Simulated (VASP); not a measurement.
MgO: single point with LDA

MgO:

```xyz
12
Lattice="5.5231 0.0000 0.0000 0.0000 5.5231 0.0000 0.0000 0.0000 5.5231" Properties=species:S:1:pos:R:3 pbc="T T T"
Mg    1.3808   -0.0281    2.7615
Mg    0.0000    2.7896    1.3808
Mg    2.7615    4.1423    0.0000
Mg    4.1423   -0.0281    2.7615
Mg    0.0000    2.7896    4.1423
Mg    2.7615    1.3808    0.0000
O     1.3808    2.8640    0.0000
O     2.7615   -0.1024    1.3808
O     0.0000    4.1423    2.7615
O     4.1423    2.8640    0.0000
O     2.7615   -0.1024    4.1423
O     0.0000    1.3808    2.7615
```

This cell differs from its parent crystal: mode 14 frozen in at -0.058 Å and mode 24 at +0.058 Å (largest displacements).

```
Program             : VASP 6.6.1
Task                : single point
Functional          : LDA
Potentials or basis : VASP PAW LDA potentials, release 64 (Mg, O)
Cutoff              : 520 eV
k mesh              : 4 × 4 × 4
Occupations         : gaussian, width 0.05 eV
Spin                : no spin polarisation
```

- Pressure: -0.3 GPa
- Largest force: 1.309 eV/Å
- Band gap on the k mesh: 2.82 eV, direct

Forces in eV/Å, atoms in the order of the input:
```
Mg   0.028  0.026  0.000
Mg   0.000 -0.026 -0.028
Mg   0.000  0.000  0.000
Mg  -0.028  0.026  0.000
Mg   0.000 -0.026  0.028
Mg   0.000  0.000  0.000
O   -0.213 -1.292  0.000
O    0.000  1.292  0.213
O    0.000  0.000  0.000
O    0.213 -1.292  0.000
O    0.000  1.292 -0.213
O    0.000  0.000  0.000
```

Stress tensor (GPa, compression positive):
```
-0.25  0.00  0.00
 0.00 -0.38  0.00
 0.00  0.00 -0.25
```

Levels at points of the mesh, in eV from the valence-band top:
| k point | band 20 | band 21 | band 22 | band 23 | band 24 | band 25 | band 26 | band 27 | band 28 | band 29 |
| --- | --- | --- | --- | --- | --- | --- | --- | --- | --- | --- |
| (0.00, 0.00, 0.00) | -0.68 | -0.66 | -0.01 | 0.00 | 0.00 | 2.82 | 5.81 | 7.93 | 7.93 | 8.00 |
| (0.50, 0.00, 0.00) | -0.81 | -0.65 | -0.64 | -0.01 | 0.00 | 4.73 | 4.73 | 7.56 | 7.57 | 7.80 |
| (0.00, 0.50, 0.00) | -0.83 | -0.63 | -0.63 | 0.00 | 0.00 | 4.63 | 4.88 | 7.50 | 7.64 | 7.83 |
| (0.50, 0.50, 0.00) | -0.82 | -0.63 | -0.62 | -0.50 | 0.00 | 5.42 | 5.69 | 6.08 | 6.78 | 8.09 |
| (0.50, 0.00, 0.50) | -0.83 | -0.63 | -0.63 | -0.49 | -0.01 | 5.67 | 5.69 | 5.69 | 6.76 | 8.41 |
| (0.50, 0.50, 0.50) | -1.00 | -0.88 | -0.88 | -0.86 | -0.86 | 6.19 | 6.19 | 7.05 | 7.22 | 7.58 |

Wall time 89 s on 1 thread of Intel(R) Xeon(R) Platinum 8559C (Emerald Rapids), on a shared host, peak memory 0.25 GiB.

Caveat: the cell differs from its parent crystal (mode 14 frozen in at -0.058 Å and mode 24 at +0.058 Å (largest displacements)); forces of over 1 eV/Å act on the atoms, so gaps and moduli don't describe the material at rest.
